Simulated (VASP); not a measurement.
**Si: single point with PBE**

Si:

```
Si
1.0
     0.00000    2.73549    2.73549
     2.73549    0.00000    2.73549
     2.73549    2.73549    0.00000
Si
2
Cartesian
  2.7355 2.7355 2.7355
  4.1032 4.1032 4.1032
```

| Property | Result |
| --- | --- |
| Program | VASP 6.6.1 |
| Task | single point |
| Functional | PBE |
| Potentials or basis | VASP PAW PBE potentials, release 64 (Si) |
| Cutoff | 520 eV |
| k mesh | 5 × 5 × 5 |
| Occupations | fermi-dirac, width 0.05 eV |
| Spin | no spin polarisation |

```
Pressure               : 0.1 GPa
Band gap on the k mesh : 0.61 eV, indirect (least direct gap 2.55 eV)
```

Levels at points of the mesh, in eV from the valence-band top:
```csv
k point,band 1,band 2,band 3,band 4,band 5,band 6,band 7,band 8,band 9
"(0.00, 0.00, 0.00)",-11.81,0.00,0.00,0.00,2.55,2.55,2.55,3.12,7.70
```

Run time: 3.4 s on 1 thread of Intel(R) Xeon(R) Platinum 8488C (Sapphire Rapids), with other jobs on the host, peak memory 0.15 GiB.

A k mesh can miss the band edges. PBE gaps usually lie below the measured ones, often by a third to a half.
